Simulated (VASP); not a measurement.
# HfB: relaxation of cell and atoms with PBE-based screened hybrid with 25 % exact exchange

Crystal: HfB.

```
Hf B
1.0
     0.00000    2.31000    2.31000
     2.31000    0.00000    2.31000
     2.31000    2.31000    0.00000
Hf B
1 1
Direct
  0.50000 0.50000 0.50000
  0.00000 0.00000 0.00000
```

```yaml
Program: VASP 6.6.1
Task: relaxation of cell and atoms
Functional: PBE-based screened hybrid with 25 % exact exchange
Potentials_or_basis: VASP PAW PBE potentials, release 64 (Hf_pv, B)
Cutoff: 600 eV
k_mesh: 5 × 5 × 5
Occupations: fermi-dirac, width 0.05 eV
Spin: no spin polarisation
Dipole_correction: no
Grid_for_exact_exchange_PRECFOCK: Normal
Share_of_exact_exchange: 0.25
Further_INCAR_settings: ALGO = Normal; EDIFF = 1e-07; IBRION = 2; EDIFFG = -0.01; NSW = 60; ISIF = 3
Screening_parameter: 0.3 1/Å
```

| Item | Value |
| --- | --- |
| Relaxed volume | 13.98 Å³/atom |
| Relaxed cell | a = 3.407 Å, b = 3.407 Å, c = 3.407 Å, α = 60.00°, β = 60.00°, γ = 60.00° |
| Space group after relaxing (to 0.1 Å) | Fm-3m (No. 225) |
| Energy gained by relaxing | 136.8 meV/atom |
| Ionic steps | 17 |
| Pressure after relaxing | 0.1 GPa |
| Band gap on the k mesh | zero (an odd number of electrons rules out a gap without spin polarisation) |

The path:
| step | energy change (eV) | largest force (eV/Å) | pressure (GPa) | volume (Å³) |
| --- | --- | --- | --- | --- |
| 1 | 0.0000 | 0.0000 | 29.23 | 24.65 |
| 2 | 0.1962 | 0.0000 | -23.14 | 33.58 |
| 3 | -0.2730 | 0.0000 | -0.99 | 28.13 |
| 4 | -0.2735 | 0.0000 | -0.13 | 28.00 |
| 5 | -0.2735 | 0.0000 | 0.32 | 27.93 |
| 6 | -0.2735 | 0.0000 | 0.33 | 27.93 |
| 7 | -0.2735 | 0.0000 | 0.30 | 27.93 |
| 8 | -0.2735 | 0.0000 | 0.29 | 27.93 |
| 9 | -0.2735 | 0.0000 | 0.29 | 27.93 |
| 10 | -0.2735 | 0.0000 | 0.29 | 27.93 |
| 11 | -0.2735 | 0.0000 | 0.29 | 27.93 |
| 12 | -0.2735 | 0.0000 | 0.29 | 27.93 |
| 13 | -0.2735 | 0.0000 | 0.28 | 27.93 |
| 14 | -0.2735 | 0.0000 | 0.27 | 27.94 |
| 15 | -0.2735 | 0.0000 | 0.24 | 27.94 |
| 16 | -0.2735 | 0.0000 | 0.17 | 27.95 |
| 17 | -0.2735 | 0.0000 | 0.05 | 27.97 |

Final structure:
```yaml
crystal:
  lattice:
    - [0.00000, 2.40928, 2.40928]
    - [2.40928, 0.00000, 2.40928]
    - [2.40928, 2.40928, 0.00000]
  atoms:
    - { symbol: Hf, position: [0.50000, 0.50000, 0.50000] }
    - { symbol: B, position: [0.00000, 0.00000, 0.00000] }
```

Levels at points of the mesh, in eV from the Fermi level:
```csv
k point,band 3,band 4,band 5,band 6,band 7,band 8,band 9,band 10
"(0.00, 0.00, 0.00)",-31.23,-10.61,2.27,2.27,2.27,3.79,3.79,3.79
```

It took 51 min on 1 thread of Intel(R) Xeon(R) Platinum 8488C (Sapphire Rapids) (shared host), peak memory 0.3 GiB.

Caveat: the k points lie up to 0.45 Å⁻¹ apart in the final cell, too coarse for converged energies and pressures of a metal; the PAW data sets were made with another functional, which shifts forces and pressure a little; spin-orbit coupling is left out, which moves the levels of the heavy elements; an odd number of electrons without spin polarisation forces a metal; a magnetic or distorted state may lie lower. Zero-point motion and thermal expansion aren't in these numbers.
